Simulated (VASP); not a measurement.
Bi: single point with PBE

System: Bi, a slab with vacuum.

```xyz
2
Lattice="4.2790 0.0000 0.0000 -2.1395 3.7057 0.0000 0.0000 0.0000 28.0000" Properties=species:S:1:pos:R:3 pbc="T T T"
Bi    0.0000    2.4705   14.9245
Bi    2.1395    1.2352   13.0755
```

- Program: VASP 6.6.1
- Task: single point
- Functional: PBE
- Potentials or basis: VASP PAW PBE potentials, release 64 (Bi_d)
- Cutoff: 520 eV
- k mesh: 9 × 9 × 1
- Occupations: gaussian, width 0.02 eV
- Spin: no spin polarisation

The largest force is 0.704 eV/Å.

Forces in eV/Å, atoms in the order of the input:
```
Bi   0.000  0.000 -0.704
Bi   0.000  0.000  0.704
```

Levels at points of the mesh, in eV from the Fermi level:
| k point | band 12 | band 13 | band 14 | band 15 | band 16 | band 17 | band 18 | band 19 |
| --- | --- | --- | --- | --- | --- | --- | --- | --- |
| (0.00, 0.00, 0.00) | -9.08 | -1.49 | -0.11 | -0.11 | 0.39 | 2.23 | 2.23 | 3.29 |

Run time: 4.3 min on 1 thread of Intel Xeon 8259CL, on a shared host, peak memory 0.52 GiB.

Caveat: spin-orbit coupling is left out, which moves the levels of the heavy elements.
